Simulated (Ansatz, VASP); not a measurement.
BaHfO3: VASP beside Ansatz

```
CELL_PARAMETERS angstrom
4.20574 0.00000 0.00000
0.00000 4.20574 0.00000
0.00000 0.00000 4.20574
ATOMIC_POSITIONS crystal
Ba 0.50000 0.50000 0.50000
Hf 0.00000 0.00000 0.00000
O 0.00000 0.50000 0.00000
O 0.00000 0.00000 0.50000
O 0.50000 0.00000 0.00000
```

Change from the starting cell: the structure that the rattled cell fell into.

Alike in both runs: functional PBE; k mesh 6 × 6 × 6; occupations gaussian, width 0.02 eV; no spin polarisation.

Ansatz relaxed the structure, and its values are those at the end. VASP's run is a single point on that final structure, the one shown.

|  | VASP | Ansatz |
| --- | --- | --- |
| version | VASP 6.6.1 | Ansatz 0.2.0 |
| potentials or method | VASP PAW PBE potentials, release 64 (Ba_sv, Hf_pv, O), cutoff 520 eV | scalar-relativistic, plane waves, PAW |
| valence electrons in the cell | 38 | 54 |

```tsv
	VASP	Ansatz	Ansatz less VASP
gap on the k mesh at the Fermi level (eV)	3.54	3.62	+0.087
least direct gap on the mesh (eV)	3.78	3.76	-0.017
pressure (GPa)	-0.5	0.0	+0.57
```

The functional is the same, so the differences come from potentials, cutoffs and numerics. VASP's potentials hold 38 valence electrons a cell and Ansatz's 54, so a difference there can come from the potentials and not from the codes.

Neither program's run includes spin-orbit coupling.
